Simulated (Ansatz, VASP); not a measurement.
## One calculation of Ge, two programs

```
Ge
1.0
     0.00000    3.03889    2.53322
     3.03889    0.00000    2.53322
     3.03889    3.03889    0.00000
Ge
2
Direct
  0.50000 0.50000 0.50000
  0.75000 0.75000 0.75000
```

Alike in both runs: task single point; functional LDA; k mesh 16 × 16 × 16; occupations gaussian, width 0.15 eV; no spin polarisation.

|  | VASP | Ansatz |
| --- | --- | --- |
| version | VASP 6.6.1 | Ansatz 0.2.0 |
| potentials or method | VASP PAW LDA potentials, release 64 (Ge_d), cutoff 520 eV | scalar-relativistic, plane waves, PAW |
| valence electrons in the cell | 28 | 28 |

Ansatz gave:

* gap on the k mesh at the Fermi level (eV): none
* pressure (GPa): -3.6
* traceless stress, the component that is largest in VASP (GPa): 5.29

**Question.** Estimate VASP's values.

**Answer.** gap on the k mesh at the Fermi level (eV): none; pressure (GPa): -3.5; traceless stress, the component that is largest in VASP (GPa): 5.29.

LDA's correlation is that of Perdew and Zunger in VASP and of Perdew and Wang (1992) in Ansatz. A gap of «none» marks a metal or a gap that the smearing closes.
